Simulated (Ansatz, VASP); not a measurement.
## Two plane-wave programs on MgO

```
Mg O
1.0
    -0.05255    2.10217    2.10217
     2.10217   -0.05255    2.10217
     2.04961    2.04961    0.00000
Mg O
1 1
Direct
  0.00000 0.00000 0.00000
  0.50000 0.50000 0.50000
```

Change from the starting cell: shear_xy strain -5.0%.

Alike in both runs: task single point; functional HSE06; k mesh 8 × 8 × 8; no spin polarisation.

|  | VASP | Ansatz |
| --- | --- | --- |
| version | VASP 6.6.1 | Ansatz 0.2.0 |
| potentials or method | VASP PAW PBE potentials, release 64 (Mg, O) | plane waves, PAW |
| plane-wave cutoff (eV) | 520 | 420 |
| occupations | gaussian, width 0.01 eV | fixed |
| valence electrons in the cell | 8 | 16 |

|  | VASP | Ansatz | Ansatz less VASP |
| --- | --- | --- | --- |
| gap on the k mesh at the Fermi level (eV) | 6.28 | 6.32 | +0.046 |
| pressure (GPa) | -0.5 | -0.2 | +0.30 |
| traceless stress, the component that is largest in VASP (GPa) | 7.81 | 7.79 | -0.022 |

VASP's potentials hold 8 valence electrons a cell and Ansatz's 16, so a difference there can come from the potentials and not from the codes. Ansatz's warnings: stress exchange threshold loose, stress scf threshold loose.
